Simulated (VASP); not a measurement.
Set up this calculation in VASP 6.6.1, as the native input.

```yaml
Task: single point
Functional: PBE
Potentials_or_basis: VASP PAW PBE potentials, release 64 (Fe)
Cutoff: 520 eV
k_mesh: 13 × 13 × 13
Occupations: gaussian, width 0.022 eV
Spin: collinear spin, ferromagnetic start
Starting_moments: "[3.0] μB"
Dipole_correction: no
Further_INCAR_settings: ALGO = Fast; EDIFF = 1e-07; NBANDS = 14
```

The structure of Fe lies in POSCAR:

```
Fe
1.0
    0.0000000000      1.9417396906      1.9651051623
    1.4984397099      0.0000000000      1.9651051623
    1.4984397099      1.9417396906      0.0000000000
Fe
1
Direct
    0.0000000000      0.0000000000      0.0000000000
```

The input as run:

INCAR

```
PREC = Accurate
ENCUT = 520
EDIFF = 1E-7
ISMEAR = 0
SIGMA = 0.022
LREAL = F
LASPH = T
NELM = 150
ALGO = Fast
ISIF = 2
LWAVE = F
LCHARG = F
ISPIN = 2
MAGMOM = 3
LORBIT = 11
LMAXMIX = 4
GGA = PE
NBANDS = 14
```

KPOINTS

```
regular mesh
0
Gamma
  13 13 13
```

Potentials or basis: VASP PAW PBE potentials, release 64 (Fe).

The run is started by

```sh
$ cat potpaw_PBE.64/Fe/POTCAR > POTCAR
$ mpirun -np 1 vasp_std > vasp.out
```

It gave:

```
Pressure                                              : -1.2 GPa
Net moment                                            : 2.19 μB per cell
Site moments                                          : Fe +2.19 μB
Valence electrons inside the program's atomic spheres : Fe 7.26
```

Wall time 87 s on 1 thread of Intel Xeon 8259CL, with other jobs on the host, peak memory 0.2 GiB.
